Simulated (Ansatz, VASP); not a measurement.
Given: the input of a run of VASP 6.6.1 on Ga.

File INCAR:

```
SYSTEM = Ga
PREC = Accurate
ENCUT = 520
EDIFF = 1E-6
ISMEAR = -1
SIGMA = 0.05
LREAL = .False.
LASPH = .True.
NELM = 60
ALGO = Fast
ISIF = 2
LWAVE = .False.
LCHARG = .False.
GGA = PE
NBANDS = 34
```

The input KPOINTS:

```
Automatic mesh
0
Gamma
  7 7 6
  0 0 0
```

Contents of POSCAR:

```
Ga
1.0
    2.2615000000     -3.8305000000      0.0000000000
    2.2615000000      3.8305000000      0.0000000000
    0.0000000000      0.0000000000      4.5240000000
Ga
4
Direct
    0.3575740000      0.6498150000      0.4138550000
    0.1433230000      0.8385800000      0.9163590000
    0.6559530000      0.3461020000      0.5984340000
    0.8513050000      0.1627760000      0.0864020000
```

Potentials or basis: VASP PAW PBE potentials, release 64 (Ga_d).

Launch:

```bash
$ cat potpaw_PBE.64/Ga_d/POTCAR > POTCAR
$ mpirun -np 1 vasp_std > vasp.out
```

Task: Set up the same calculation for Ansatz 0.2.0. Potentials there: Ansatz PAW.

Result: As run (the cutoff follows the program's own potentials):

The input input.yaml:

```yaml
crystal:
  lattice:
    - [2.2615, -3.8305, 0.0]
    - [2.2615, 3.8305, 0.0]
    - [0.0, 0.0, 4.524]
  atoms:
    - { symbol: Ga, position: [0.357574, 0.649815, 0.413855] }
    - { symbol: Ga, position: [0.143323, 0.83858, 0.916359] }
    - { symbol: Ga, position: [0.655953, 0.346102, 0.598434] }
    - { symbol: Ga, position: [0.851305, 0.162776, 0.086402] }
hamiltonian:
  xc: pbe
  pseudopotentials: { kind: paw }
kpoints:
  mp_grid: { grid: [7, 7, 6] }
scf:
  occupations: { method: fermi_dirac, width: 0.05 }
output:
  forces: true
  stress: true
  eigenvalues: true
```

Potentials or basis: Ansatz PAW.

Run with:

```sh
$ ansatz run input.yaml --threads 2 --pin off --max-ram 5120MiB --backend cpu --events-out ev --progress --plain --runs-dir out
```

Both were run:

|  | VASP | Ansatz | Ansatz less VASP |
| --- | --- | --- | --- |
| gap on the k mesh at the Fermi level (eV) | none | none | - |
| pressure (GPa) | 1.8 | 1.9 | +0.09 |
| traceless stress, the component that is largest in VASP (GPa) | 0.88 | 0.87 | -0.012 |
| rms of the force components (eV/Å) | 0.210 | 0.209 | -0.0010 |

Atom by atom the forces differ by 0.002 eV/Å (rms over components). A gap of «none» marks a metal or a gap that the smearing closes.
